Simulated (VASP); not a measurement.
The system is VCrC2.

```
Cr V C
1.0
     1.46063    0.84330    4.73939
    -1.46063    0.84330    4.73939
     0.00000   -1.68659    4.73939
Cr V C
1 1 2
Direct
  0.50000 0.50000 0.50000
  0.00000 0.00000 0.00000
  0.24876 0.24876 0.24876
  0.75124 0.75124 0.75124
```

Base run:

| Quantity | Value |
| --- | --- |
| Program | VASP 6.6.1 |
| Functional | PBE |
| Potentials or basis | VASP PAW PBE potentials, release 64 (Cr_pv, V_sv, C) |
| Cutoff | 520 eV |
| k mesh | 9 × 9 × 9 |
| Occupations | fermi-dirac, width 0.05 eV |
| Spin | collinear spin, ferromagnetic start |
| Starting moments | [2.28, 1.52, 0.0, 0.0] μB |
| Fixed moment | 3.8 μB |

Its results: pressure 18.2 GPa; site moments Cr +2.30; V +1.15; C +0.04 μB; largest force 0.179 eV/Å.

Q: The run is repeated on the same cell with these changes: fixed moment from 3.8 μB to 2.5 μB; moments at the start from [2.28, 1.52, 0.0, 0.0] to [1.5, 1.0, 0.0, 0.0]. What comes out?

A: Pressure 7.3 GPa; site moments Cr +1.91; V +0.63; C -0.06 μB; largest force 0.127 eV/Å.

Caveats: the total moment is fixed, so each spin has its own Fermi level.
